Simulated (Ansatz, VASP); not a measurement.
# SiC in VASP and in Ansatz

```
Si C
1.0
     3.04678    0.00000    0.00000
    -1.52339    2.63859    0.00000
     0.00000    0.00000   10.09550
Si C
4 4
Direct
  0.00000 0.00000 0.00016
  0.33333 0.66667 0.25019
  0.00000 0.00000 0.50016
  0.66667 0.33333 0.75019
  0.00000 0.00000 0.18702
  0.33333 0.66667 0.43763
  0.00000 0.00000 0.68702
  0.66667 0.33333 0.93763
```

Change from the starting cell: epitaxial_xy strain -1.0%.

Alike in both runs: task single point; functional PBE; k mesh 12 × 12 × 4; occupations fermi-dirac, width 0.02 eV; no spin polarisation.

|  | VASP | Ansatz |
| --- | --- | --- |
| version | VASP 6.6.1 | Ansatz 0.2.0 |
| potentials or method | VASP PAW PBE potentials, release 64 (Si, C) | plane waves, PAW |
| plane-wave cutoff (eV) | 520 | 420 |
| valence electrons in the cell | 32 | 32 |

```tsv
	VASP	Ansatz	Ansatz less VASP
gap on the k mesh at the Fermi level (eV)	2.15	2.15	+0.002
pressure (GPa)	7.8	7.8	+0.07
traceless stress, the component that is largest in VASP (GPa)	-4.26	-4.24	+0.016
rms of the force components (eV/Å)	0.009	0.009	+0.0002
```

Atom by atom the forces differ by 0.001 eV/Å (rms over components).
